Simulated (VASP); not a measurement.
Input of a VASP 6.6.1 run:

INCAR

```
SYSTEM = Pt
PREC = Accurate
ENCUT = 520
EDIFF = 1E-7
ISMEAR = 0
SIGMA = 0.15
LREAL = .FALSE.
LASPH = .TRUE.
NELM = 150
ALGO = Normal
ISIF = 2
LWAVE = .FALSE.
LCHARG = .FALSE.
ISPIN = 2
MAGMOM = 0.35 0.35
LORBIT = 11
NUPDOWN = 0.7
LMAXMIX = 4
NBANDS = 21
```

The input KPOINTS:

```
Automatic mesh
0
G
  21 21 10
  0 0 0
```

POSCAR

```
Pt
1.0
    2.5349048657      0.0000000000      0.0000000000
   -1.2674524328      2.1952920098      0.0000000000
    0.0000000000      0.0000000000      4.3771120513
Pt
2
Direct
    0.6666666667      0.3333333333      0.7500000000
    0.3333333333      0.6666666667      0.2500000000
```

Potentials or basis: VASP PAW LDA potentials, release 64 (Pt).

Run with:

```sh
$ cat potpaw_LDA.64/Pt/POTCAR > POTCAR
$ mpirun -np 1 vasp_std > vasp.out
```

(1) Predict the pressure.

Answers

(1) 104.4 GPa.

Caveat: the total moment is fixed, so each spin has its own Fermi level.
